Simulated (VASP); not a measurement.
# Ge2Sb2Te5 (P-3m1) in VASP: single point with LDA

Aim: the single point of Ge2Sb2Te5 with LDA.

Program: VASP 6.6.1. These are calculated values, not measurements. Logs are shortened: lines on timing, memory, paths and dates and some standing lists are left out, and cuts for length are marked.

## (1) The cell of the first run

It takes space group P-3m1 (No. 164, trigonal). The conventional cell has a = 4.175 Å, b = 4.175 Å, c = 16.903 Å, α = 90.00°, β = 90.00°, γ = 120.00°. Ge (site symmetry 3m) has 6 Te at 2.79 to 3.14 Å within 3.7 Å. Within 3.9 Å of Sb (site symmetry 3m) lie 6 Te at 2.97 to 3.12 Å. Within 4.2 Å of Te (site symmetry -3m) lie 6 Sb at 3.12 Å and 6 Te at 4.18 Å. Te (site symmetry 3m) has 3 Sb at 2.97 Å and 3 Ge at 3.14 Å within 3.9 Å. Te (site symmetry 3m) has 3 Ge at 2.79 Å and 3 Te at 3.57 Å within 3.7 Å.

## (2) Single point, LDA

Contents of INCAR:

```
SYSTEM = Ge2Sb2Te5
  PREC = Accurate
  ENCUT = 520
  EDIFF = 1E-6
  ISMEAR = 0
  SIGMA = 0.05
  LREAL = .FALSE.
  LASPH = .TRUE.
  NELM = 80
  ALGO = Fast
  ISIF = 2
  LWAVE = .FALSE.
  LCHARG = .FALSE.
  GGA = CA
  NBANDS = 44
```

Contents of KPOINTS:

```
Automatic mesh
0
G
  10 10 4
  0 0 0
```

Contents of POSCAR:

```
Ge2Sb2Te5
1.0
    4.1753194017      0.0000000000      0.0000000000
   -2.0876597008      3.6159326708      0.0000000000
    0.0000000000      0.0000000000     16.9025659873
Ge Sb Te
2 2 5
Direct
    0.0000000000      0.0000000000      0.3390443950
    0.0000000000      0.0000000000      0.6609556050
    0.3333333333      0.6666666667      0.1173667629
    0.6666666667      0.3333333333      0.8826332371
    0.0000000000      0.0000000000      0.0000000000
    0.3333333333      0.6666666667      0.7795982777
    0.6666666667      0.3333333333      0.2204017223
    0.3333333333      0.6666666667      0.4221011146
    0.6666666667      0.3333333333      0.5778988854
```

Potentials or basis: VASP PAW LDA potentials, release 64 (Ge_d, Sb, Te).

On the command line:

```
$ cat potpaw_LDA.64/Ge_d/POTCAR potpaw_LDA.64/Sb/POTCAR potpaw_LDA.64/Te/POTCAR > POTCAR
$ mpirun -np 1 vasp_std > vasp.out
```

OUTCAR:

```text
SYSTEM = Ge2Sb2Te5
   PREC = Accurate
   ENCUT = 520
   EDIFF = 1E-6
   ISMEAR = 0
   LREAL = .FALSE.
   LASPH = .TRUE.
   NELM = 80
   ISIF = 2
   GGA = CA

 ion  position               nearest neighbor table
   1  0.000  0.000  0.339-   8 2.79   8 2.79   8 2.79   7 3.14   7 3.14   7 3.14
   2  0.000  0.000  0.661-   9 2.79   9 2.79   9 2.79   6 3.14   6 3.14   6 3.14
   3  0.333  0.667  0.117-   7 2.97   7 2.97   7 2.97   5 3.12   5 3.12   5 3.12
   4  0.667  0.333  0.883-   6 2.97   6 2.97   6 2.97   5 3.12   5 3.12   5 3.12
   5  0.000  0.000  0.000-   3 3.12   4 3.12   3 3.12   4 3.12   4 3.12   3 3.12
   6  0.333  0.667  0.780-   4 2.97   4 2.97   4 2.97   2 3.14   2 3.14   2 3.14
   7  0.667  0.333  0.220-   3 2.97   3 2.97   3 2.97   1 3.14   1 3.14   1 3.14
   8  0.333  0.667  0.422-   1 2.79   1 2.79   1 2.79   9 3.57   9 3.57   9 3.57
   9  0.667  0.333  0.578-   2 2.79   2 2.79   2 2.79   8 3.57   8 3.57   8 3.57

  LATTYP: Found a hexagonal cell.
 ALAT       =     4.1753194017
 C/A-ratio  =     4.0482090976

  Lattice vectors:

 A1 = (   4.1753194017,   0.0000000000,   0.0000000000)
 A2 = (  -2.0876597008,   3.6159326708,   0.0000000000)
 A3 = (   0.0000000000,   0.0000000000,  16.9025659873)

Analysis of symmetry for initial positions (statically):
=====================================================================
 Subroutine PRICEL returns:
 Original cell was already a primitive cell.

 Routine SETGRP: Setting up the symmetry group for a
 hexagonal supercell.

 Subroutine GETGRP returns: Found 12 space group operations
 (whereof 12 operations were pure point group operations)
 out of a pool of 24 trial point group operations.

The static configuration has the point symmetry D_3d.

Analysis of symmetry for dynamics (positions and initial velocities):
=====================================================================
 Subroutine PRICEL returns:
 Original cell was already a primitive cell.

 Routine SETGRP: Setting up the symmetry group for a
 hexagonal supercell.

 Subroutine GETGRP returns: Found 12 space group operations
 (whereof 12 operations were pure point group operations)
 out of a pool of 24 trial point group operations.

The dynamic configuration has the point symmetry D_3d.

 Subroutine INISYM returns: Found 12 space group operations
 (whereof 12 operations are pure point group operations),
 and found     1 'primitive' translations

----------------------------------------------------------------------------------------

                                     Primitive cell

  volume of cell :     255.1894

  direct lattice vectors                    reciprocal lattice vectors
     4.175319402  0.000000000  0.000000000     0.239502635  0.138276911  0.000000000
    -2.087659701  3.615932671  0.000000000     0.000000000  0.276553822  0.000000000
     0.000000000  0.000000000 16.902565987     0.000000000  0.000000000  0.059162615

  length of vectors
     4.175319402  4.175319402 16.902565987     0.276553822  0.276553822  0.059162615

  position of ions in fractional coordinates (direct lattice)
     0.000000000  0.000000000  0.339044395
     0.000000000  0.000000000  0.660955605
     0.333333333  0.666666667  0.117366763
     0.666666667  0.333333333  0.882633237
     0.000000000  0.000000000  0.000000000
     0.333333333  0.666666667  0.779598278
     0.666666667  0.333333333  0.220401722
     0.333333333  0.666666667  0.422101115
     0.666666667  0.333333333  0.577898885

  ion indices of the primitive-cell ions
   primitive index   ion index
                 1           1
                 2           2
                 3           3
                 4           4
                 5           5
                 6           6
                 7           7
                 8           8
                 9           9

----------------------------------------------------------------------------------------

 KPOINTS: Automatic mesh

Automatic generation of k-mesh.
 Grid dimensions read from file:
 generate k-points for:   10   10    4

 Generating k-lattice:

  Cartesian coordinates                     Fractional coordinates (reciprocal lattice)
     0.023950264  0.013827691  0.000000000     0.100000000  0.000000000  0.000000000
     0.000000000  0.027655382  0.000000000     0.000000000  0.100000000  0.000000000
     0.000000000  0.000000000  0.014790654     0.000000000  0.000000000  0.250000000

  Length of vectors
     0.027655382  0.027655382  0.014790654

  Shift w.r.t. Gamma in fractional coordinates (k-lattice)
     0.000000000  0.000000000  0.000000000

 Subroutine IBZKPT returns following result:
 ===========================================

 Found     50 irreducible k-points:

 Following reciprocal coordinates:
            Coordinates               Weight
  0.000000  0.000000  0.000000      1.000000
  0.100000 -0.000000  0.000000      6.000000
  0.200000 -0.000000  0.000000      6.000000
  0.300000  0.000000  0.000000      6.000000
  0.400000  0.000000  0.000000      6.000000
  0.500000  0.000000  0.000000      3.000000
[... 16 lines left out ...]
  0.000000  0.400000  0.250000      6.000000
  0.500000  0.000000  0.250000      6.000000
 [... further k-points ...]
   k-points           NKPTS =     50   k-points in BZ     NKDIM =     50   number of bands    NBANDS=     44
   number of dos      NEDOS =    301   number of ions     NIONS =      9
   total plane-waves  NPLWV = 129024
   dimension x,y,z NGX =    32 NGY =   32 NGZ =  126
   dimension x,y,z NGXF=    64 NGYF=   64 NGZF=  252
   ions per type =               2   2   5
   NGX,Y,Z   is equivalent  to a cutoff of  12.74, 12.74, 12.39 a.u.
   NGXF,Y,Z  is equivalent  to a cutoff of  25.48, 25.48, 24.79 a.u.
 SYSTEM =  Ge2Sb2Te5
   PREC   = accura    normal or accurate (medium, high low for compatibility)
   ISTART =      0    job   : 0-new  1-cont  2-samecut
   ICHARG =      2    charge: 1-file 2-atom 10-const
   ISPIN  =      1    spin polarized calculation?
   LNONCOLLINEAR =      F non collinear calculations
   LSORBIT =      F    spin-orbit coupling
   LASPH  =      T    aspherical Exc in radial PAW
   ENCUT  =  520.0 eV  38.22 Ry    6.18 a.u.   7.76  7.76 31.43*2*pi/ulx,y,z
   NELM   =     80;   NELMIN=  2; NELMDL= -5     # of ELM steps
   EDIFF  = 0.1E-05   stopping-criterion for ELM
   LREAL  =      F    real-space projection
[... 7 lines left out ...]
   TEBEG  =    0.0;   TEEND  =   0.0 temperature during run
   PSTRESS=    0.0 pullay stress
   NELECT =      68.0000    total number of electrons
   NUPDOWN=      -1.0000    fix difference up-down
   EMIN   =  10.00;   EMAX   =-10.00  energy-range for DOS
   EFERMI =   0.00;   METHOD = LEGACY
   ISMEAR =     0;   SIGMA  =   0.05  broadening in eV -4-tet -1-fermi 0-gaus
   EFERMI_NEDOS =   21; number of points for ismear=-14 and -15
   IALGO  =     68    algorithm
   IMIX   =      4    mixing-type and parameters
     AMIX     =   0.40;   BMIX     =  1.00
     AMIX_MAG =   1.60;   BMIX_MAG =  1.00
  volume/ion in A,a.u.               =      28.35       191.34
  Fermi-wavevector in a.u.,A,eV,Ry     =   1.053473  1.990776 15.099830  1.109806
  Thomas-Fermi vector in A             =   2.188596
   LORBIT       =      0    0 simple, 1 ext, 2 COOP (PROOUT), +10 PAW based schemes
   GGA     = CA    functional components
   LHFCALC =     F    Hartree Fock is set to
   AEXX    =    0.0000 exact exchange contribution
   IVDW    =     0    specifies the selected vdW correction
   LEPSILON=     F    determine dielectric tensor
   LRPA    =     F    only Hartree local field effects (RPA)
 non-spin polarized calculation
 RMM-DIIS sequential band-by-band and
 Gauss-broadening in eV      SIGMA  =   0.05
  energy-cutoff  :      520.00
  volume of cell :      255.19
 maximum number of plane-waves:      6903
 NGX is ok and might be reduce to    32
   NGX = 15   NGY = 15   NGZ = 63

 number of electron      68.0000019 magnetization

 Free energy of the ion-electron system (eV)
  ---------------------------------------------------
  ext. energy  EPLUGINS =         0.00000000
  ---------------------------------------------------
  free energy    TOTEN  =       -39.79560209 eV

  energy without entropy =      -39.79442360  energy(sigma->0) =      -39.79501285

 E-fermi :   7.0274     XC(G=0):  -9.9449

 val. band max:        7.0051451786   @ k =   0.5000   0.0000   0.5000
 cond. band min:       7.0351994887   @ k =   0.0000   0.0000   0.2500
 fundamental gap:      0.0300543101
 Fermi energy:         7.0274351355

 k-point     1 :       0.0000    0.0000    0.0000
  band No.  band energies     occupation
      1     -17.9613      2.00000
      2     -17.9613      2.00000
      3     -17.9613      2.00000
      4     -17.9613      2.00000
      5     -17.9475      2.00000
      6     -17.9475      2.00000
[... 36 lines left out ...]
     43       8.9180      0.00000
     44       9.3724      0.00000

 k-point     2 :       0.1000   -0.0000    0.0000
  band No.  band energies     occupation
      1     -17.9616      2.00000
      2     -17.9616      2.00000
      3     -17.9611      2.00000
      4     -17.9611      2.00000
      5     -17.9476      2.00000
      6     -17.9476      2.00000
[... 36 lines left out ...]
     43       9.4593      0.00000
     44       9.5381      0.00000

 k-point     3 :       0.2000   -0.0000    0.0000
  band No.  band energies     occupation
      1     -17.9624      2.00000
      2     -17.9624      2.00000
      3     -17.9604      2.00000
      4     -17.9604      2.00000
      5     -17.9480      2.00000
      6     -17.9480      2.00000
[... 36 lines left out ...]
     43       9.7093      0.00000
     44      10.1115      0.00000

 k-point     4 :       0.3000    0.0000    0.0000
  band No.  band energies     occupation
      1     -17.9634      2.00000
      2     -17.9633      2.00000
      3     -17.9596      2.00000
      4     -17.9596      2.00000
      5     -17.9484      2.00000
      6     -17.9484      2.00000
[... 882 lines left out ...]
     43       9.9128      0.00000
     44      10.4241      0.00000

 k-point    23 :       0.0000    0.4000    0.2500
  band No.  band energies     occupation
      1     -17.9642      2.00000
      2     -17.9641      2.00000
      3     -17.9590      2.00000
      4     -17.9590      2.00000
      5     -17.9488      2.00000
      6     -17.9488      2.00000
[... 36 lines left out ...]
     43      10.0064      0.00000
     44      10.2303      0.00000

 k-point    24 :       0.5000    0.0000    0.2500
  band No.  band energies     occupation
      1     -17.9645      2.00000
      2     -17.9645      2.00000
      3     -17.9588      2.00000
      4     -17.9588      2.00000
      5     -17.9489      2.00000
      6     -17.9489      2.00000
[... 36 lines left out ...]
     43      10.0366      0.00000
     44      10.2725      0.00000

 [... further k-points ...]
[... 5 lines left out ...]
  --------------------------------------------------------------------------------------
  -------------------------------------------------------------------------------------
  Total        0.2351393      0.2351393      0.2109605      0.0000000      0.0000000      0.0000000
  in kB        1.4762951      1.4762951      1.3244912      0.0000000      0.0000000      0.0000000
  external PRESSURE =       1.4256938 kB  Pullay stress =       0.0000000 kB

 VOLUME and BASIS-vectors are now :
 -----------------------------------------------------------------------------
  energy-cutoff  :      520.00
  volume of cell :      255.19
      direct lattice vectors                 reciprocal lattice vectors
     4.175319402  0.000000000  0.000000000     0.239502635  0.138276911  0.000000000
    -2.087659701  3.615932671  0.000000000     0.000000000  0.276553822  0.000000000
     0.000000000  0.000000000 16.902565987     0.000000000  0.000000000  0.059162615

 POSITION                                       TOTAL-FORCE (eV/Angst)
 -----------------------------------------------------------------------------------
      0.00000      0.00000      5.73072         0.000000      0.000000     -0.025731
      0.00000      0.00000     11.17185        -0.000000      0.000000      0.025731
     -0.00000      2.41062      1.98380         0.000000      0.000000     -0.033285
      2.08766      1.20531     14.91877         0.000000     -0.000000      0.033285
      0.00000      0.00000      0.00000         0.000000      0.000000      0.000000
     -0.00000      2.41062     13.17721        -0.000000      0.000000     -0.046888
      2.08766      1.20531      3.72535         0.000000     -0.000000      0.046888
     -0.00000      2.41062      7.13459        -0.000000     -0.000000      0.028206
      2.08766      1.20531      9.76797         0.000000     -0.000000     -0.028206
 -----------------------------------------------------------------------------------
    total drift:                                0.000000     -0.000000      0.000000

  FREE ENERGIE OF THE ION-ELECTRON SYSTEM (eV)
  ---------------------------------------------------
  free  energy   TOTEN  =       -39.7956020932 eV

  energy  without entropy=      -39.7944235989  energy(sigma->0) =      -39.79501285
```

Wall time 19 min (1 thread of Oxide Virtual Turin-like, shared host); peak memory 0.57 GiB.

Results:

| Property | Result |
| --- | --- |
| Free energy | -39.7956 eV |
| Pressure | 0.1 GPa |
| Largest force | 0.047 eV/Å |
| Band gap on the k mesh | zero (bands 34 and 35 overlap by 0.12 eV) |

Forces in eV/Å, atoms in the order of the input:
```
Ge   0.000  0.000 -0.026
Ge   0.000  0.000  0.026
Sb   0.000  0.000 -0.033
Sb   0.000  0.000  0.033
Te   0.000  0.000  0.000
Te   0.000  0.000 -0.047
Te   0.000  0.000  0.047
Te   0.000  0.000  0.028
Te   0.000  0.000 -0.028
```

Levels at points of the mesh, in eV from the Fermi level:
| k point | band 32 | band 33 | band 34 | band 35 | band 36 | band 37 |
| --- | --- | --- | --- | --- | --- | --- |
| (0.00, 0.00, 0.00) | -1.32 | -1.00 | -0.09 | -0.02 | -0.02 | 0.59 |
| (0.50, 0.00, 0.00) | -1.95 | -1.22 | -1.10 | 0.19 | 0.59 | 0.62 |
| (0.00, 0.00, 0.50) | -1.57 | -0.92 | -0.11 | 0.04 | 0.04 | 0.62 |
| (0.50, 0.00, 0.50) | -2.10 | -1.71 | -0.45 | -0.02 | 0.35 | 1.04 |

Caveat: spin-orbit coupling is left out, which moves the levels of the heavy elements.

The gap in the log of VASP goes by the Fermi energy; the results here count the filled bands.